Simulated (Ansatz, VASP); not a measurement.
Two plane-wave programs on Ni

Contents of INCAR:

```
SYSTEM = Ni
  ALGO = Normal
  EDIFF = 1E-6
  ENCUT = 600
  GGA = PE
  GGA_COMPAT = .False.
  ISIF = 2
  ISMEAR = -1
  ISPIN = 2
  LASPH = .True.
  LCHARG = .True.
  LELF = .True.
  LMAXMIX = 4
  LORBIT = 11
  LREAL = .False.
  LVHAR = .True.
  LWAVE = .False.
  MAGMOM = -0.676 -0.676 -0.688 -0.688
  NBANDS = 32
  NELM = 200
  PREC = Accurate
  SIGMA = 0.05
```

Contents of KPOINTS:

```
k-points
0
Gamma
  19 19 5
  0 0 0
```

Contents of POSCAR:

```
Ni
1.0
    2.4874543748      0.0000000000      0.0000000000
   -1.2437271874      2.1541986794      0.0000000000
    0.0000000000      0.0000000000      8.1443263104
Ni
4
Direct
    1.0000000000      1.0000000000      1.0000000000
    1.0000000000      1.0000000000      0.5000000000
    0.3333333333      0.6666666667      0.2500000000
    0.6666666667      0.3333333333      0.7500000000
```

Input for Ansatz:

```yaml
crystal:
  lattice:
    - [2.4874543748, 0.0, 0.0]
    - [-1.2437271874, 2.1541986794, 0.0]
    - [0.0, 0.0, 8.1443263104]
  atoms:
    - { symbol: Ni, position: [1.0, 1.0, 1.0], spin: -0.676 }
    - { symbol: Ni, position: [1.0, 1.0, 0.5], spin: -0.676 }
    - { symbol: Ni, position: [0.3333333333, 0.6666666667, 0.25], spin: -0.688 }
    - { symbol: Ni, position: [0.6666666667, 0.3333333333, 0.75], spin: -0.688 }
hamiltonian:
  xc: pbe
  pseudopotentials:
    kind: paw
    azcp:
      Ni: "pseudopotentials/Ni.paw.azcp"
basis:
  ecutwfc: 420
  fft_grid_basis: typed
kpoints:
  mp_grid: { grid: [19, 19, 5], shift: [0, 0, 0] }
magnetization:
  spin_polarized: true
scf:
  occupations: { method: fermi_dirac, width: 0.05 }
```

Alike in both runs: task single point; functional PBE; k mesh 19 × 19 × 5; occupations fermi-dirac, width 0.05 eV; collinear spin.

|  | VASP | Ansatz |
| --- | --- | --- |
| version | VASP 6.6.1 | Ansatz 0.2.0 |
| potentials or method | VASP PAW PBE potentials, release 64 (Ni), cutoff 600 eV | plane waves (420 eV) with PAW, scalar-relativistic |
| valence electrons in the cell | 40 | 72 |

```csv
,VASP,Ansatz,Ansatz less VASP
net moment per atom (μB),0.63,0.65,+0.014
size of the moment on the site where the two differ most (μB),0.65,0.69,+0.042
```

Site moments also hang on the region over which each program counts them. VASP's potentials hold 40 valence electrons a cell and Ansatz's 72, so a difference there can come from the potentials and not from the codes.
